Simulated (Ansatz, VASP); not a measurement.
## Na: VASP beside Ansatz

File INCAR:

```
SYSTEM = Na
PREC = Accurate
ENCUT = 520
EDIFF = 1E-6
ISMEAR = 0
SIGMA = 0.1
LREAL = .False.
LASPH = .True.
NELM = 60
ALGO = Fast
ISIF = 2
LWAVE = .False.
LCHARG = .False.
GGA = PS
NBANDS = 10
```

KPOINTS

```
regular mesh
0
Gamma
  14 14 14
  0 0 0
```

POSCAR

```
Na
1.0
   -1.9785136278      2.0241237489      2.7167108352
    1.9785136278     -1.9457438860      2.6605908243
    1.9785136278      1.9457438860     -2.6605908243
Na
1
Direct
    0.0000000000      0.0000000000      0.0000000000
```

Input for Ansatz:

```yaml
crystal:
  lattice:
    - [-1.9785136278, 2.0241237489, 2.7167108352]
    - [1.9785136278, -1.945743886, 2.6605908243]
    - [1.9785136278, 1.945743886, -2.6605908243]
  atoms:
    - { symbol: Na, position: [0.0, 0.0, 0.0] }
basis:
  ecutwfc: 420
kpoints:
  mp_grid: { grid: [14, 14, 14] }
hamiltonian:
  xc: pbesol
scf:
  occupations: { method: gaussian, width: 0.1 }
output:
  forces: true
  stress: true
  eigenvalues: true
```

Alike in both runs: task single point; functional PBEsol; k mesh 14 × 14 × 14; occupations gaussian, width 0.1 eV; no spin polarisation.

```csv
,VASP,Ansatz
version,VASP 6.6.1,Ansatz 0.2.0
potentials or method,"VASP PAW PBE potentials, release 64 (Na_pv), cutoff 520 eV","scalar-relativistic, plane waves, PAW"
valence electrons in the cell,7,9
```

VASP gave:

```
gap on the k mesh at the Fermi level (eV)                     : none
pressure (GPa)                                                : -0.8
traceless stress, the component that is largest in VASP (GPa) : -0.15
```

Estimate Ansatz's values.

gap on the k mesh at the Fermi level (eV): none; pressure (GPa): -0.9; traceless stress, the component that is largest in VASP (GPa): -0.15.

VASP's potentials were made for PBE, not for PBEsol. A gap of «none» marks a metal or a gap that the smearing closes. VASP's potentials hold 7 valence electrons a cell and Ansatz's 9, so a difference there can come from the potentials and not from the codes.
